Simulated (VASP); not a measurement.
Runs of VASP 6.6.1 on YHg2. The structure is that of space group P6/mmm (No. 191), or close to it. The cells are those of the table. 

```tsv
task	cell	cutoff (eV)	gap on the mesh (eV)	pressure (GPa)
single point	a = 4.774, b = 4.774, c = 3.312 Å, angles 90.0, 90.0, 120.0°, 3 atoms	520	none	2.5
single point	a = 4.806, b = 4.806, c = 3.402 Å, angles 90.0, 90.0, 120.0°, 3 atoms	520	none	(a)
relaxation of shape and atoms at fixed volume	relaxed from a = 4.758, b = 4.758, c = 3.335 Å, angles 90.0, 90.0, 120.0°, 3 atoms	600	none	2.3
single point	a = 4.790, b = 4.790, c = 3.357 Å, angles 90.0, 90.0, 120.0°, 3 atoms	520	none	0.8
```

Alike in all rows: level LDA; potentials or basis VASP PAW LDA potentials, release 64 (Y_sv, Hg); no spin polarisation; k mesh 12 × 12 × 12; smearing fermi-dirac 0.15 eV.

Task: Fill in the values left out.

Result: (a) -0.8.

Caveats: spin-orbit coupling is left out, which moves the levels of the heavy elements.

A k mesh can miss the band edges, and the runs leave out spin-orbit coupling on Hg, Y.

A gap of «none» marks levels without a gap at the run's occupations.
